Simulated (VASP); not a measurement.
## Rh: single point with PBE

Rh:

```
CELL_PARAMETERS angstrom
-0.09575 1.94052 1.91505
1.94052 -0.09575 1.91505
1.84477 1.84477 0.00000
ATOMIC_POSITIONS crystal
Rh 0.00000 0.00000 0.00000
```

```
Program             : VASP 6.6.1
Task                : single point
Functional          : PBE
Potentials or basis : VASP PAW PBE potentials, release 64 (Rh_pv)
Cutoff              : 520 eV
k mesh              : 20 × 20 × 20
Occupations         : gaussian, width 0.15 eV
Spin                : no spin polarisation
```

```json
{
  "Pressure": "-3.4 GPa"
}
```

Stress tensor (GPa, compression positive):
```
-2.62 15.60  0.00
15.60 -2.62  0.00
 0.00  0.00 -4.82
```

Levels at points of the mesh, in eV from the Fermi level:
```csv
k point,band 4,band 5,band 6,band 7,band 8,band 9,band 10,band 11
"(0.00, 0.00, 0.00)",-7.59,-3.40,-3.01,-2.29,-0.90,-0.68,15.93,19.68
"(0.50, 0.00, 0.00)",-5.76,-3.28,-2.38,0.12,0.38,0.74,7.55,15.97
"(0.50, 0.50, 0.00)",-5.91,-5.56,0.57,0.93,1.01,3.41,11.17,11.96
"(0.00, 0.00, 0.50)",-5.72,-3.52,-2.43,0.43,0.87,1.33,8.99,15.13
"(0.50, 0.00, 0.50)",-5.87,-5.52,0.31,0.93,1.09,3.22,11.70,13.17
```

It took 4.3 min on 1 thread of AMD EPYC 7R43 64-Core Processor (Zen 3), with other jobs on the host, peak memory 0.27 GiB.
